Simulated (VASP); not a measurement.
# Te (P6/mmm) in VASP: a series of runs

Runs on Te. Level: r2SCAN. Tasks: single point.

Program: VASP 6.6.1. These are calculated values, not measurements. Logs are shortened: lines on timing, memory, paths and dates and some standing lists are left out, and cuts for length are marked.

## 1. The cell of the first run

The structure is hexagonal, space group P6/mmm (No. 191). Conventional cell: a = 5.771 Å, b = 5.771 Å, c = 3.089 Å, α = 90.00°, β = 90.00°, γ = 120.00°. Te (site symmetry 6/mmm) has 14 Te at 3.09 to 3.67 Å within 4.1 Å. Within 4.1 Å of Te (site symmetry -6m2) lie 11 Te at 3.09 to 3.67 Å.

This isn't the form of Te at room conditions, which is trigonal, of chains.

## 2. Single point, r2SCAN

The input, POSCAR:

```
Te
1.0
    5.7714520104      0.0000000000      0.0000000000
   -2.8857260052      4.9982240577      0.0000000000
    0.0000000000      0.0000000000      3.0888576630
Te
3
Direct
    1.0000000000      1.0000000000      0.0000000000
    0.3333333333      0.6666666667      0.5000000000
    0.6666666667      0.3333333333      0.5000000000
```

The input, INCAR.step1:

```
PREC = Accurate
ENCUT = 520
ISMEAR = -1
SIGMA = 0.1
LREAL = False
LASPH = True
NELM = 60
NBANDS = 16
GGA = PE
ALGO = Normal
EDIFF = 1E-4
LWAVE = True
LCHARG = False
```

The input, INCAR.step2:

```
PREC = Accurate
ENCUT = 520
EDIFF = 1E-7
ISMEAR = -1
SIGMA = 0.1
LREAL = False
LASPH = True
NELM = 60
ALGO = Normal
ISIF = 2
LWAVE = False
LCHARG = False
METAGGA = R2SCAN
LMIXTAU = True
NBANDS = 16
ISTART = 1
```

The input, KPOINTS:

```
Automatic mesh
0
Gamma
  7 7 9
```

Potentials or basis: VASP PAW PBE potentials, release 64 (Te).

The run is started by

```console
$ cat potpaw_PBE.64/Te/POTCAR > POTCAR
$ cp INCAR.step1 INCAR
$ mpirun -np 1 vasp_std > vasp.out
$ cp INCAR.step2 INCAR
$ mpirun -np 1 vasp_std > vasp.out
```

OUTCAR:

```text
PREC = Accurate
   ENCUT = 520
   EDIFF = 1E-7
   ISMEAR = -1
   LREAL = False
   LASPH = True
   NELM = 60
   ISIF = 2
   METAGGA = R2SCAN
   ISTART = 1

 ion  position               nearest neighbor table
   1  0.000  0.000  0.000-   2 3.67   3 3.67   2 3.67   3 3.67   2 3.67   2 3.67   3 3.67   3 3.67
                             3 3.67   3 3.67   2 3.67   2 3.67
   2  0.333  0.667  0.500-   3 3.33   3 3.33   3 3.33   1 3.67   1 3.67   1 3.67   1 3.67   1 3.67
                             1 3.67
   3  0.667  0.333  0.500-   2 3.33   2 3.33   2 3.33   1 3.67   1 3.67   1 3.67   1 3.67   1 3.67
                             1 3.67

  LATTYP: Found a hexagonal cell.
 ALAT       =     5.7714520104
 C/A-ratio  =     0.5351959364

  Lattice vectors:

 A1 = (   5.7714520104,   0.0000000000,   0.0000000000)
 A2 = (  -2.8857260052,   4.9982240577,   0.0000000000)
 A3 = (   0.0000000000,   0.0000000000,   3.0888576630)

Analysis of symmetry for initial positions (statically):
=====================================================================
 Subroutine PRICEL returns:
 Original cell was already a primitive cell.

 Routine SETGRP: Setting up the symmetry group for a
 hexagonal supercell.

 Subroutine GETGRP returns: Found 24 space group operations
 (whereof 24 operations were pure point group operations)
 out of a pool of 24 trial point group operations.

The static configuration has the point symmetry D_6h.

Analysis of symmetry for dynamics (positions and initial velocities):
=====================================================================
 Subroutine PRICEL returns:
 Original cell was already a primitive cell.

 Routine SETGRP: Setting up the symmetry group for a
 hexagonal supercell.

 Subroutine GETGRP returns: Found 24 space group operations
 (whereof 24 operations were pure point group operations)
 out of a pool of 24 trial point group operations.

The dynamic configuration has the point symmetry D_6h.

 Subroutine INISYM returns: Found 24 space group operations
 (whereof 24 operations are pure point group operations),
 and found     1 'primitive' translations

----------------------------------------------------------------------------------------

                                     Primitive cell

  volume of cell :      89.1043

  direct lattice vectors                    reciprocal lattice vectors
     5.771452010  0.000000000  0.000000000     0.173266623  0.100035531  0.000000000
    -2.885726005  4.998224058  0.000000000     0.000000000  0.200071063  0.000000000
     0.000000000  0.000000000  3.088857663     0.000000000  0.000000000  0.323744280

  length of vectors
     5.771452010  5.771452010  3.088857663     0.200071063  0.200071063  0.323744280

  position of ions in fractional coordinates (direct lattice)
     0.000000000  0.000000000  0.000000000
     0.333333333  0.666666667  0.500000000
     0.666666667  0.333333333  0.500000000

  ion indices of the primitive-cell ions
   primitive index   ion index
                 1           1
                 2           2
                 3           3

----------------------------------------------------------------------------------------

 KPOINTS: Automatic mesh

Automatic generation of k-mesh.
 Grid dimensions read from file:
 generate k-points for:    7    7    9

 Generating k-lattice:

  Cartesian coordinates                     Fractional coordinates (reciprocal lattice)
     0.024752375  0.014290790  0.000000000     0.142857143  0.000000000  0.000000000
     0.000000000  0.028581580  0.000000000     0.000000000  0.142857143  0.000000000
     0.000000000  0.000000000  0.035971587     0.000000000  0.000000000  0.111111111

  Length of vectors
     0.028581580  0.028581580  0.035971587

  Shift w.r.t. Gamma in fractional coordinates (k-lattice)
     0.000000000  0.000000000  0.000000000

 Subroutine IBZKPT returns following result:
 ===========================================

 Found     40 irreducible k-points:

 Following reciprocal coordinates:
            Coordinates               Weight
  0.000000  0.000000  0.000000      1.000000
  0.142857  0.000000  0.000000      6.000000
  0.285714  0.000000  0.000000      6.000000
  0.428571  0.000000  0.000000      6.000000
  0.142857  0.142857  0.000000      6.000000
  0.285714  0.142857  0.000000     12.000000
[... 16 lines left out ...]
  0.428571  0.142857  0.222222     12.000000
  0.285714  0.285714  0.222222     12.000000
 [... further k-points ...]
   k-points           NKPTS =     40   k-points in BZ     NKDIM =     40   number of bands    NBANDS=     16
   number of dos      NEDOS =    301   number of ions     NIONS =      3
   total plane-waves  NPLWV =  55296
   dimension x,y,z NGX =    48 NGY =   48 NGZ =   24
   dimension x,y,z NGXF=    96 NGYF=   96 NGZF=   48
   ions per type =               3
   NGX,Y,Z   is equivalent  to a cutoff of  13.83, 13.83, 12.92 a.u.
   NGXF,Y,Z  is equivalent  to a cutoff of  27.65, 27.65, 25.83 a.u.
 SYSTEM =  unknown system
   PREC   = accura    normal or accurate (medium, high low for compatibility)
   ISTART =      1    job   : 0-new  1-cont  2-samecut
   ICHARG =      0    charge: 1-file 2-atom 10-const
   ISPIN  =      1    spin polarized calculation?
   LNONCOLLINEAR =      F non collinear calculations
   LSORBIT =      F    spin-orbit coupling
   LASPH  =      T    aspherical Exc in radial PAW
   ENCUT  =  520.0 eV  38.22 Ry    6.18 a.u.  10.73 10.73  5.74*2*pi/ulx,y,z
   NELM   =     60;   NELMIN=  2; NELMDL=  0     # of ELM steps
   EDIFF  = 0.1E-06   stopping-criterion for ELM
   LREAL  =      F    real-space projection
   EDIFFG = 0.1E-05   stopping-criterion for IOM
   NSW    =      0    number of steps for IOM
   IBRION =     -1    ionic relax: 0-MD 1-quasi-New 2-CG
   NFREE  =      0    steps in history (QN), initial steepest desc. (CG)
   ISIF   =      2    stress and relaxation
   ISYM   =      2    0-nonsym 1-usesym 2-fastsym
   POTIM  = 0.5000    time-step for ionic-motion
   TEBEG  =    0.0;   TEEND  =   0.0 temperature during run
   PSTRESS=    0.0 pullay stress
   NELECT =      18.0000    total number of electrons
   NUPDOWN=      -1.0000    fix difference up-down
   EMIN   =  10.00;   EMAX   =-10.00  energy-range for DOS
   EFERMI =   0.00;   METHOD = LEGACY
   ISMEAR =    -1;   SIGMA  =   0.10  broadening in eV -4-tet -1-fermi 0-gaus
   EFERMI_NEDOS =   21; number of points for ismear=-14 and -15
   IALGO  =     38    algorithm
   IMIX   =      4    mixing-type and parameters
     AMIX     =   0.40;   BMIX     =  1.00
     AMIX_MAG =   1.60;   BMIX_MAG =  1.00
  volume/ion in A,a.u.               =      29.70       200.44
  Fermi-wavevector in a.u.,A,eV,Ry     =   0.960578  1.815230 12.554240  0.922711
  Thomas-Fermi vector in A             =   2.089875
   LORBIT       =      0    0 simple, 1 ext, 2 COOP (PROOUT), +10 PAW based schemes
   METAGGA = R2SCAN    functional components
   LHFCALC =     F    Hartree Fock is set to
   AEXX    =    0.0000 exact exchange contribution
   IVDW    =     0    specifies the selected vdW correction
   LEPSILON=     F    determine dielectric tensor
   LRPA    =     F    only Hartree local field effects (RPA)
 non-spin polarized calculation
  energy-cutoff  :      520.00
  volume of cell :       89.10
 maximum number of plane-waves:      2418
 NGX is ok and might be reduce to    48
   NGX = 21   NGY = 21   NGZ = 11

 number of electron      18.0000000 magnetization

 Free energy of the ion-electron system (eV)
  ---------------------------------------------------
  ext. energy  EPLUGINS =         0.00000000
  ---------------------------------------------------
  free energy    TOTEN  =       -74.97671013 eV

  energy without entropy =      -74.87553564  energy(sigma->0) =      -74.92612289

 E-fermi :   7.1305     XC(G=0): -10.3103

 val. band max:        7.1139815019   @ k =   0.4286   0.0000   0.2222
 cond. band min:       7.1433671951   @ k =   0.1429   0.1429   0.0000
 fundamental gap:      0.0293856931
 Fermi energy:         7.1305007993

 k-point     1 :       0.0000    0.0000    0.0000
  band No.  band energies     occupation
      1      -7.0860      2.00000
      2      -4.2914      2.00000
      3      -4.1410      2.00000
      4       2.5061      2.00000
      5       2.5061      2.00000
      6       2.9102      2.00000
[... 8 lines left out ...]
     15      17.0708      0.00000
     16      17.0708      0.00000

 k-point     2 :       0.1429    0.0000    0.0000
  band No.  band energies     occupation
      1      -6.9802      2.00000
      2      -4.4391      2.00000
      3      -4.2564      2.00000
      4       1.9607      2.00000
      5       2.2433      2.00000
      6       3.6674      2.00000
[... 8 lines left out ...]
     15      16.2821      0.00000
     16      17.3240      0.00000

 k-point     3 :       0.2857    0.0000    0.0000
  band No.  band energies     occupation
      1      -6.6703      2.00000
      2      -4.8905      2.00000
      3      -4.4632      2.00000
      4       1.4809      2.00000
      5       2.6122      2.00000
      6       4.7679      2.00000
[... 8 lines left out ...]
     15      15.5488      0.00000
     16      16.2441      0.00000

 k-point     4 :       0.4286    0.0000    0.0000
  band No.  band energies     occupation
      1      -6.1916      2.00000
      2      -5.5123      2.00000
      3      -4.5890      2.00000
      4       1.2357      2.00000
      5       3.6095      2.00000
      6       5.0834      2.00000
[... 8 lines left out ...]
     15      15.4223      0.00000
     16      15.7856      0.00000
[... 324 lines left out ...]
 k-point    22 :       0.2857    0.1429    0.2222
  band No.  band energies     occupation
      1      -5.6402      2.00000
      2      -4.4542      2.00000
      3      -4.0304      2.00000
      4       2.3820      2.00000
      5       3.3326      2.00000
      6       5.2842      2.00000
[... 8 lines left out ...]
     15      15.0089      0.00000
     16      15.6151      0.00000

 k-point    23 :       0.4286    0.1429    0.2222
  band No.  band energies     occupation
      1      -5.2184      2.00000
      2      -4.9373      2.00000
      3      -4.1016      2.00000
      4       2.2875      2.00000
      5       4.2188      2.00000
      6       4.6441      2.00000
[... 8 lines left out ...]
     15      15.1381      0.00000
     16      15.3289      0.00000

 k-point    24 :       0.2857    0.2857    0.2222
  band No.  band energies     occupation
      1      -5.2061      2.00000
      2      -4.7213      2.00000
      3      -4.3941      2.00000
      4       2.9871      2.00000
      5       3.4493      2.00000
      6       4.5415      2.00000
[... 8 lines left out ...]
     15      14.2458      0.00000
     16      14.9050      0.00000

 [... further k-points ...]

------------------------ aborting loop because EDIFF is reached ----------------------------------------

  FORCE on cell =-STRESS in cart. coord.  units (eV):
  Direction    XX          YY          ZZ          XY          YZ          ZX
  --------------------------------------------------------------------------------------
  -------------------------------------------------------------------------------------
  Total       -0.0268665     -0.0268665     -0.0235930     -0.0000000      0.0000000      0.0000000
  in kB       -0.4830846     -0.4830846     -0.4242230     -0.0000000      0.0000000      0.0000000
  external PRESSURE =      -0.4634641 kB  Pullay stress =       0.0000000 kB

 VOLUME and BASIS-vectors are now :
 -----------------------------------------------------------------------------
  energy-cutoff  :      520.00
  volume of cell :       89.10
      direct lattice vectors                 reciprocal lattice vectors
     5.771452010  0.000000000  0.000000000     0.173266623  0.100035531  0.000000000
    -2.885726005  4.998224058  0.000000000     0.000000000  0.200071063  0.000000000
     0.000000000  0.000000000  3.088857663     0.000000000  0.000000000  0.323744280

 POSITION                                       TOTAL-FORCE (eV/Angst)
 -----------------------------------------------------------------------------------
      0.00000      0.00000      0.00000         0.000000      0.000000      0.000000
     -0.00000      3.33215      1.54443         0.000000      0.000000      0.000000
      2.88573      1.66607      1.54443        -0.000000      0.000000     -0.000000
 -----------------------------------------------------------------------------------
    total drift:                               -0.000000      0.000000     -0.000000

  FREE ENERGIE OF THE ION-ELECTRON SYSTEM (eV)
  ---------------------------------------------------
  free  energy   TOTEN  =       -74.9767101340 eV

  energy  without entropy=      -74.8755356440  energy(sigma->0) =      -74.92612289
```

Run time: 2.7 min. Hardware: 1 thread of Intel Xeon Platinum 8488C (Sapphire Rapids), shared host; peak memory 0.25 GiB.

What came out:

| Item | Value |
| --- | --- |
| Free energy | -74.9767 eV |
| Pressure | 0.0 GPa |
| Band gap on the k mesh | zero (bands 9 and 10 overlap by 4.24 eV) |

Levels at points of the mesh, in eV from the Fermi level:
```
           k point  band 6  band 7  band 8  band 9  band 10  band 11  band 12  band 13
(0.00, 0.00, 0.00)   -4.22   -4.22    2.05    2.05     2.07     4.32     4.58     7.00
```

Caveat: the PAW data sets were made with another functional, which shifts forces and pressure a little; spin-orbit coupling is left out, which moves the levels of the heavy elements.

## 3. Single point, r2SCAN (26.14 Å³/atom)

This run uses another cell than the first one, of 26.14 Å³/atom.

The input, POSCAR:

```
Te
1.0
    5.5306899534      0.0000000000      0.0000000000
   -2.7653449767      4.7897180001      0.0000000000
    0.0000000000      0.0000000000      2.9600027885
Te
3
Direct
    1.0000000000      1.0000000000      0.0000000000
    0.3333333333      0.6666666667      0.5000000000
    0.6666666667      0.3333333333      0.5000000000
```

The input, INCAR.step1:

```
SYSTEM = Te
ALGO = Normal
EDIFF = 1E-4
ENCUT = 520
GGA = PE
ISMEAR = -1
LASPH = .True.
LCHARG = .False.
LREAL = .False.
LWAVE = .True.
NBANDS = 16
NELM = 80
PREC = Accurate
SIGMA = 0.1
```

The input, INCAR.step2:

```
SYSTEM = Te
ALGO = Normal
EDIFF = 1E-6
ENCUT = 520
ISIF = 2
ISMEAR = -1
ISTART = 1
LASPH = .True.
LCHARG = .False.
LMIXTAU = .True.
LREAL = .False.
LWAVE = .False.
METAGGA = R2SCAN
NBANDS = 16
NELM = 80
PREC = Accurate
SIGMA = 0.1
```

The input, KPOINTS:

```
k-points
0
Gamma
  7 7 12
  0 0 0
```

Potentials or basis: VASP PAW PBE potentials, release 64 (Te).

The run is started by

```console
$ cat potpaw_PBE.64/Te/POTCAR > POTCAR
$ cp INCAR.step1 INCAR
$ mpirun -np 1 vasp_std > vasp.out
$ cp INCAR.step2 INCAR
$ mpirun -np 1 vasp_std > vasp.out
```

It took 2.2 min on 1 thread of Intel Xeon Platinum 8488C (Sapphire Rapids), shared host; peak memory 0.23 GiB.

Results (log left out):

* Free energy: -74.7852 eV
* Pressure: 8.8 GPa
* Band gap on the k mesh: zero (bands 9 and 10 overlap by 4.78 eV)

Stress tensor (GPa, compression positive):
```
 6.96  0.00  0.00
 0.00  6.96  0.00
 0.00  0.00 12.50
```

Levels at points of the mesh, in eV from the Fermi level:
```tsv
k point	band 6	band 7	band 8	band 9	band 10	band 11	band 12	band 13
(0.00, 0.00, 0.00)	-5.06	-5.06	2.37	2.58	2.58	5.32	5.58	7.06
(0.00, 0.00, 0.50)	-4.72	-3.11	-3.11	-1.31	-1.31	-0.24	-0.24	3.24
```

Caveat: the stress differs along the axes, from 7 to 12 GPa; the PAW data sets were made with another functional, which shifts forces and pressure a little; spin-orbit coupling is left out, which moves the levels of the heavy elements.

## 4. Single point, r2SCAN (27.33 Å³/atom)

This run uses another cell than the first one, of 27.33 Å³/atom.

The input, POSCAR:

```
Te
1.0
    5.6132497364      0.0000000000      0.0000000000
   -2.8066248682      4.8612168695      0.0000000000
    0.0000000000      0.0000000000      3.0041884488
Te
3
Direct
    1.0000000000      1.0000000000      0.0000000000
    0.3333333333      0.6666666667      0.5000000000
    0.6666666667      0.3333333333      0.5000000000
```

The input, INCAR.step1:

```
SYSTEM = Te
PREC = Accurate
ENCUT = 520
ISMEAR = -1
SIGMA = 0.1
LREAL = .FALSE.
LASPH = .TRUE.
NELM = 100
NBANDS = 16
GGA = PE
ALGO = Normal
EDIFF = 1E-4
LWAVE = .TRUE.
LCHARG = .FALSE.
```

The input, INCAR.step2:

```
SYSTEM = Te
PREC = Accurate
ENCUT = 520
EDIFF = 1E-7
ISMEAR = -1
SIGMA = 0.1
LREAL = .FALSE.
LASPH = .TRUE.
NELM = 100
ALGO = Normal
ISIF = 2
LWAVE = .FALSE.
LCHARG = .FALSE.
METAGGA = R2SCAN
LMIXTAU = .TRUE.
NBANDS = 16
ISTART = 1
```

The input, KPOINTS:

```
Automatic mesh
0
G
  7 7 12
  0 0 0
```

The run is started by

```console
$ cat potpaw_PBE.64/Te/POTCAR > POTCAR
$ cp INCAR.step1 INCAR
$ mpirun -np 1 vasp_std > vasp.out
$ cp INCAR.step2 INCAR
$ mpirun -np 1 vasp_std > vasp.out
```

Run time: 3.5 min. Hardware: 1 thread of Intel Xeon Platinum 8488C (Sapphire Rapids), shared host; peak memory 0.23 GiB.

It converged, with:

```yaml
Free_energy: -74.9380 eV
Pressure: 5.1 GPa
Band_gap_on_the_k_mesh: zero (bands 9 and 10 overlap by 4.58 eV)
```

Stress tensor (GPa, compression positive):
```
3.86 0.00 0.00
0.00 3.86 0.00
0.00 0.00 7.43
```

Levels at points of the mesh, in eV from the Fermi level:
```
           k point  band 5  band 6  band 7  band 8  band 9  band 10  band 11  band 12  band 13  band 14
(0.00, 0.00, 0.00)   -5.15   -4.75   -4.75    2.27    2.39     2.39     4.95     5.22     7.04     8.77
(0.00, 0.00, 0.50)   -4.80   -4.51   -2.94   -2.94   -1.18    -1.18    -0.15    -0.15     3.44     3.44
```

Caveat: the cell stands under pressure; the PAW data sets were made with another functional, which shifts forces and pressure a little; spin-orbit coupling is left out, which moves the levels of the heavy elements.

[end of part 1 of 2]

The gap in the log of VASP goes by the Fermi energy; the results here count the filled bands.